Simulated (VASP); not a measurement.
Input of a VASP 6.6.1 run:

Contents of INCAR:

```
PREC = Accurate
ENCUT = 600
EDIFF = 1E-6
ISMEAR = 0
SIGMA = 0.1
LREAL = False
LASPH = True
NELM = 80
ALGO = Normal
ISIF = 4
LWAVE = False
LCHARG = False
GGA = PE
IBRION = 2
NSW = 50
EDIFFG = -0.01
KPAR = 4
```

KPOINTS

```
regular mesh
0
Gamma
  12 12 4
```

Contents of POSCAR:

```
Cd2HgTe3
1.0
    4.5448365526      0.0000000000      0.0000000000
   -2.2724182763      3.9359439106      0.0000000000
    0.0000000000      0.0000000000     11.1184170394
Cd Hg Te
2 1 3
Direct
    0.0000000000      0.0000000000      0.0005620000
    0.6666666667      0.3333333333      0.3333650000
    0.3333333333      0.6666666667      0.6666610000
    0.0000000000      0.0000000000      0.7506830000
    0.3333333333      0.6666666667      0.4156450000
    0.6666666667      0.3333333333      0.0830850000
```

Potentials or basis: VASP PAW PBE potentials, release 64 (Cd, Hg, Te).

Launch:

```sh
$ cat potpaw_PBE.64/Cd/POTCAR potpaw_PBE.64/Hg/POTCAR potpaw_PBE.64/Te/POTCAR > POTCAR
$ mpirun -np 4 vasp_std > vasp.out
```

Task: What does it give for the band gap on the k mesh?

Result: 0.19 eV.

Final structure:
```cif
data_structure
_symmetry_space_group_name_H-M 'P 1'
_symmetry_Int_Tables_number 1
_cell_length_a 4.5452
_cell_length_b 4.5452
_cell_length_c 11.1165
_cell_angle_alpha 90.000
_cell_angle_beta 90.000
_cell_angle_gamma 120.000
_cell_volume 198.89
loop_
_atom_site_label
_atom_site_type_symbol
_atom_site_fract_x
_atom_site_fract_y
_atom_site_fract_z
_atom_site_occupancy
Cd1 Cd 0.00000 0.00000 0.00058 1
Cd2 Cd 0.66667 0.33333 0.33338 1
Hg1 Hg 0.33333 0.66667 0.66663 1
Te1 Te 0.00000 0.00000 0.75074 1
Te2 Te 0.33333 0.66667 0.41560 1
Te3 Te 0.66667 0.33333 0.08307 1
```

Caveat: spin-orbit coupling is left out, which moves the levels of the heavy elements.
